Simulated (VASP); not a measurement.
Crystal: Sn.

```xyz
3
Lattice="6.1511 0.0000 0.0000 -3.0756 5.3270 0.0000 0.0000 0.0000 3.7709" Properties=species:S:1:pos:R:3 pbc="T T T"
Sn    0.0000    0.0000    0.0000
Sn    0.0000    3.5514    1.8855
Sn    3.0756    1.7757    1.8855
```

This isn't the form of Sn at room conditions, which is tetragonal (white tin).

* Program: VASP 6.6.1
* Task: relaxation of cell and atoms
* Functional: r2SCAN
* Potentials or basis: VASP PAW PBE potentials, release 64 (Sn_d)
* Cutoff: 600 eV
* k mesh: 3 × 3 × 4
* Occupations: gaussian, width 0.1 eV
* Spin: no spin polarisation

At the start: pressure -8.0 GPa; volume 41.19 Å³/atom.

Question: How do energy, volume and symmetry change on relaxing?

Answer: Over 18 steps the energy falls by 540.1 meV/atom and the volume is 28.23 Å³/atom (-31.5 %); space group P6/mmm (No. 191, to 0.1 Å) before and after.

The path:
| step | energy change (eV) | largest force (eV/Å) | pressure (GPa) | volume (Å³) |
| --- | --- | --- | --- | --- |
| 1 | 0.0000 | 0.0000 | -8.00 | 123.56 |
| 2 | -1.3263 | 0.0000 | -2.79 | 90.33 |
| 3 | -1.3788 | 0.0000 | -0.27 | 85.07 |
| 4 | -1.3792 | 0.0000 | 0.10 | 84.40 |
| 5 | -1.3924 | 0.0000 | 0.23 | 84.28 |
| 6 | -1.4450 | 0.0000 | 0.26 | 83.84 |
| 7 | -1.5347 | 0.0000 | 0.81 | 82.61 |
| 8 | -0.6053 | 0.0000 | 14.98 | 78.63 |
| 9 | -1.5931 | 0.0000 | 1.33 | 82.13 |
| 10 | -1.5967 | 0.0000 | 2.32 | 81.58 |
| 11 | -1.6041 | 0.0000 | 1.83 | 81.82 |
| 12 | -1.6082 | 0.0000 | 1.66 | 82.28 |
| 13 | -1.6083 | 0.0000 | 1.74 | 82.35 |
| 14 | -1.6137 | 0.0000 | 1.19 | 82.95 |
| 15 | -1.6198 | 0.0000 | 0.24 | 84.31 |
| 16 | -1.6201 | 0.0000 | 0.00 | 84.67 |
| 17 | -1.6201 | 0.0000 | -0.03 | 84.72 |
| 18 | -1.6202 | 0.0000 | -0.02 | 84.69 |

Final structure:
```
Sn
1.0
     5.82628    0.00000    0.00000
    -2.91314    5.04570    0.00000
     0.00000    0.00000    2.88091
Sn
3
Direct
  0.00000 0.00000 0.00000
  0.33333 0.66667 0.50000
  0.66667 0.33333 0.50000
```

Caveat: the k points lie up to 0.55 Å⁻¹ apart in the final cell, too coarse for converged energies and pressures of a metal; the volume moved by over 15 % at a fixed basis, so the end points are rough; the PAW data sets were made with another functional, which shifts forces and pressure a little.
